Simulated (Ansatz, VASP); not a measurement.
## One calculation of MgTe, two programs

```xyz
4
Lattice="4.5777 0.0000 0.0000 -2.2889 3.9644 0.0000 0.0000 0.0000 7.4548" Properties=species:S:1:pos:R:3 pbc="T T T"
Mg    0.0000    2.6430    7.4316
Mg    2.2889    1.3215    3.7042
Te    0.0000    2.6430    2.7815
Te    2.2889    1.3215    6.5089
```

Alike in both runs: task single point; functional r2SCAN0; k mesh 6 × 6 × 2; no spin polarisation.

|  | VASP | Ansatz |
| --- | --- | --- |
| version | VASP 6.6.1 | Ansatz 0.2.0 |
| potentials or method | VASP PAW PBE potentials, release 64 (Mg, Te) | plane waves, PAW |
| plane-wave cutoff (eV) | 580 | 500 |
| occupations | gaussian, width 0.01 eV | fixed |
| valence electrons in the cell | 16 | 52 |

```csv
,VASP,Ansatz,Ansatz less VASP
gap on the k mesh at the Fermi level (eV),4.27,4.36,+0.087
pressure (GPa),-0.7,-0.4,+0.29
```

VASP's potentials were made for PBE, not for r2SCAN0. VASP's potentials hold 16 valence electrons a cell and Ansatz's 52, so a difference there can come from the potentials and not from the codes. Ansatz's warnings: stress exchange threshold loose, stress scf threshold loose.

The k mesh is coarse, so the values compare programs but aren't converged. Neither program's run includes spin-orbit coupling.
